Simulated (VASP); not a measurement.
# Rb (P6_3/mmc) in VASP: single point with PBE+D3(BJ)

Aim: the single point of Rb with PBE+D3(BJ).

Program: VASP 6.6.1. These are calculated values, not measurements. Logs are shortened: lines on timing, memory, paths and dates and some standing lists are left out, and cuts for length are marked.

### 1 The cell of the first run

It takes space group P6_3/mmc (No. 194, hexagonal). The conventional cell has a = 4.956 Å, b = 4.956 Å, c = 8.076 Å, α = 90.00°, β = 90.00°, γ = 120.00°.

This isn't the form of Rb at room conditions, which is bcc.

### 2 Single point, PBE+D3(BJ)

Input file INCAR:

```
PREC     = Accurate       # precision mode
ENCUT    = 520            # plane-wave cutoff, eV
EDIFF    = 1E-6           # SCF threshold, eV
ISMEAR   = 0              # smearing method
SIGMA    = 0.1            # smearing width, eV
LREAL    = False          # projectors in reciprocal space
LASPH    = True           # aspherical terms in the spheres
NELM     = 80             # most SCF steps
ALGO     = Fast           # electronic algorithm
ISIF     = 2              # what is computed and relaxed
LWAVE    = False          # write WAVECAR
LCHARG   = False          # write CHGCAR
GGA      = PE             # functional
IVDW     = 12             # dispersion correction
NBANDS   = 36             # bands
```

Input file KPOINTS:

```
regular mesh
0
Gamma
  4 6 6
```

Input file POSCAR:

```
Rb
1.0
    0.0000000000      0.0000000000     -8.0756532796
   -7.4345731014     -4.2923527814      0.0000000000
    0.0000000000      8.5847055628      0.0000000000
Rb
6
Direct
    0.7500000000      0.6666666667      0.6666666667
    0.7500000000      1.0000000000      0.3333333333
    0.7500000000      0.3333333333      1.0000000000
    0.2500000000      0.3333333333      0.3333333333
    0.2500000000      0.6666666667      0.0000000000
    0.2500000000      0.0000000000      0.6666666667
```

Potentials or basis: VASP PAW PBE potentials, release 64 (Rb_sv).

The run is started by

```console
$ cat potpaw_PBE.64/Rb_sv/POTCAR > POTCAR
$ mpirun -np 1 vasp_std > vasp.out
```

OUTCAR:

```text
PREC = Accurate
   ENCUT = 520
   EDIFF = 1E-6
   ISMEAR = 0
   LREAL = False
   LASPH = True
   NELM = 80
   ISIF = 2
   GGA = PE
   IVDW = 12
 IVDW          = 12

 ion  position               nearest neighbor table
   1  0.750  0.667  0.667-   5 4.95   5 4.95   6 4.95   6 4.95   4 4.95   4 4.95   2 4.96   3 4.96
                             3 4.96   2 4.96   3 4.96   2 4.96
   2  0.750  0.000  0.333-   4 4.95   5 4.95   4 4.95   5 4.95   6 4.95   6 4.95   1 4.96   3 4.96
                             3 4.96   1 4.96   3 4.96   1 4.96
   3  0.750  0.333  0.000-   4 4.95   4 4.95   6 4.95   6 4.95   5 4.95   5 4.95   2 4.96   1 4.96
                             1 4.96   2 4.96   1 4.96   2 4.96
   4  0.250  0.333  0.333-   3 4.95   3 4.95   2 4.95   2 4.95   1 4.95   1 4.95   6 4.96   5 4.96
                             6 4.96   5 4.96   5 4.96   6 4.96
   5  0.250  0.667  0.000-   1 4.95   1 4.95   2 4.95   2 4.95   3 4.95   3 4.95   6 4.96   4 4.96
                             4 4.96   6 4.96   4 4.96   6 4.96
   6  0.250  0.000  0.667-   1 4.95   3 4.95   1 4.95   3 4.95   2 4.95   2 4.95   5 4.96   4 4.96
                             5 4.96   4 4.96   4 4.96   5 4.96
[... 7 lines left out ...]
 A1 = (  -7.4345731014,  -4.2923527814,   0.0000000000)
 A2 = (   0.0000000000,   8.5847055628,   0.0000000000)
 A3 = (   0.0000000000,   0.0000000000,  -8.0756532796)

Analysis of symmetry for initial positions (statically):
=====================================================================
 Subroutine PRICEL returns following result:

  LATTYP: Found a hexagonal cell.
 ALAT       =     4.9563820671
 C/A-ratio  =     1.6293443827

  Lattice vectors:

 A1 = (   4.9563820671,   0.0000000009,   0.0000000000)
 A2 = (  -2.4781910336,  -4.2923527818,   0.0000000000)
 A3 = (   0.0000000000,   0.0000000000,  -8.0756532796)

   3 primitive cells build up your supercell.

 Routine SETGRP: Setting up the symmetry group for a
 hexagonal supercell.

 Subroutine GETGRP returns: Found 24 space group operations
 (whereof 12 operations were pure point group operations)
 out of a pool of 24 trial point group operations.

The static configuration has the point symmetry D_3d.
 The point group associated with its full space group is D_6h.

Analysis of symmetry for dynamics (positions and initial velocities):
=====================================================================
 Subroutine PRICEL returns following result:

  LATTYP: Found a hexagonal cell.
 ALAT       =     4.9563820671
 C/A-ratio  =     1.6293443827

  Lattice vectors:

 A1 = (   4.9563820671,   0.0000000009,   0.0000000000)
 A2 = (  -2.4781910336,  -4.2923527818,   0.0000000000)
 A3 = (   0.0000000000,   0.0000000000,  -8.0756532796)

   3 primitive cells build up your supercell.
[... 111 lines left out ...]
   ISIF   =      2    stress and relaxation
   ISYM   =      2    0-nonsym 1-usesym 2-fastsym
   POTIM  = 0.5000    time-step for ionic-motion
   TEBEG  =    0.0;   TEEND  =   0.0 temperature during run
   PSTRESS=    0.0 pullay stress
   NELECT =      54.0000    total number of electrons
   NUPDOWN=      -1.0000    fix difference up-down
   EMIN   =  10.00;   EMAX   =-10.00  energy-range for DOS
   EFERMI =   0.00;   METHOD = LEGACY
   ISMEAR =     0;   SIGMA  =   0.10  broadening in eV -4-tet -1-fermi 0-gaus
   EFERMI_NEDOS =   21; number of points for ismear=-14 and -15
   IALGO  =     68    algorithm
   IMIX   =      4    mixing-type and parameters
     AMIX     =   0.40;   BMIX     =  1.00
     AMIX_MAG =   1.60;   BMIX_MAG =  1.00
  volume/ion in A,a.u.               =      85.90       579.70
  Fermi-wavevector in a.u.,A,eV,Ry     =   0.771767  1.458429  8.103967  0.595625
  Thomas-Fermi vector in A             =   1.873256
   LORBIT       =      0    0 simple, 1 ext, 2 COOP (PROOUT), +10 PAW based schemes
   GGA     = PE    functional components
   LHFCALC =     F    Hartree Fock is set to
   AEXX    =    0.0000 exact exchange contribution
   IVDW    =    12    specifies the selected vdW correction
   LEPSILON=     F    determine dielectric tensor
   LRPA    =     F    only Hartree local field effects (RPA)
 non-spin polarized calculation
 RMM-DIIS sequential band-by-band and
 Gauss-broadening in eV      SIGMA  =   0.10
  energy-cutoff  :      520.00
  volume of cell :      515.42
 maximum number of plane-waves:     13920
   NGX = 31   NGY = 31   NGZ = 31

 number of electron      54.0000000 magnetization

 Free energy of the ion-electron system (eV)
  ---------------------------------------------------
  ext. energy  EPLUGINS =         0.00000000
  ---------------------------------------------------
  free energy    TOTEN  =        -5.62920322 eV

  energy without entropy =       -5.60634962  energy(sigma->0) =       -5.61777642

 E-fermi :   0.1516     XC(G=0):  -5.6062

 val. band max:        0.1316828474   @ k =   0.2500   0.3333   0.1667
 cond. band min:       0.1817115066   @ k =   0.0000   0.5000   0.0000
 fundamental gap:      0.0500286592
 Fermi energy:         0.1515917331

 k-point     1 :       0.0000    0.0000    0.0000
  band No.  band energies     occupation
      1     -28.7236      2.00000
      2     -28.7186      2.00000
      3     -28.7174      2.00000
      4     -28.7174      2.00000
      5     -28.7174      2.00000
      6     -28.7174      2.00000
[... 808 lines left out ...]
     35       1.8905      0.00000
     36       1.8905      0.00000

------------------------ aborting loop because EDIFF is reached ----------------------------------------

 Edisp (eV)   -0.64314

 E8    (eV) :    -0.3678

  FORCE on cell =-STRESS in cart. coord.  units (eV):
  Direction    XX          YY          ZZ          XY          YZ          ZX
  --------------------------------------------------------------------------------------
  -------------------------------------------------------------------------------------
  Total      -0.03064    -0.03064     0.06271     0.00000     0.00000     0.00000
  in kB      -0.09525    -0.09525     0.19493     0.00000     0.00000     0.00000
  external pressure =        0.00 kB  Pullay stress =        0.00 kB

 VOLUME and BASIS-vectors are now :
 -----------------------------------------------------------------------------
  energy-cutoff  :      520.00
  volume of cell :      515.42
      direct lattice vectors                 reciprocal lattice vectors
     0.000000000  0.000000000 -8.075653280     0.000000000  0.000000000 -0.123828991
    -7.434573101 -4.292352781  0.000000000    -0.134506714  0.000000000  0.000000000
     0.000000000  8.584705563  0.000000000    -0.067253357  0.116486232  0.000000000

 POSITION                                       TOTAL-FORCE (eV/Angst)
 -----------------------------------------------------------------------------------
     -4.95638      2.86157     -6.05674        -0.000000     -0.000000      0.000000
      0.00000      2.86157     -6.05674        -0.000000     -0.000000     -0.000000
     -2.47819     -1.43078     -6.05674        -0.000000      0.000000     -0.000000
     -2.47819      1.43078     -2.01891        -0.000000      0.000000     -0.000000
     -4.95638     -2.86157     -2.01891         0.000000      0.000000      0.000000
      0.00000      5.72314     -2.01891        -0.000000      0.000000      0.000000
 -----------------------------------------------------------------------------------
    total drift:                               -0.000000      0.000000     -0.000000

  FREE ENERGIE OF THE ION-ELECTRON SYSTEM (eV)
  ---------------------------------------------------
  free  energy   TOTEN  =        -6.2723384387 eV

  energy  without entropy=       -6.2494848394  energy(sigma->0) =       -6.26091164
```

Run time: 12 min. Hardware: 1 thread of Intel Xeon Platinum 8259CL at 2.50GHz (Skylake/Cascade Lake), shared host; peak memory 0.67 GiB.

Results:

* Free energy: -6.2723 eV
* Pressure: 0.0 GPa
* Band gap on the k mesh: zero (bands 27 and 28 overlap by 1.64 eV)
* Dispersion energy per atom: -0.107 eV

Levels at points of the mesh, in eV from the Fermi level:
| k point | band 24 | band 25 | band 26 | band 27 | band 28 | band 29 | band 30 | band 31 |
| --- | --- | --- | --- | --- | --- | --- | --- | --- |
| (0.00, 0.00, 0.00) | -12.91 | -2.06 | 0.12 | 0.69 | 0.75 | 0.75 | 0.75 | 0.75 |
| (0.50, 0.00, 0.00) | -12.92 | -1.35 | -1.35 | 1.05 | 1.05 | 1.05 | 1.05 | 1.28 |
| (0.00, 0.50, 0.00) | -12.92 | -1.23 | -1.23 | 0.03 | 0.31 | 0.94 | 0.94 | 0.96 |
| (0.50, 0.50, 0.00) | -12.93 | -0.59 | -0.59 | -0.59 | -0.59 | 0.39 | 0.39 | 0.94 |

The gap in the log of VASP goes by the Fermi energy; the results here count the filled bands.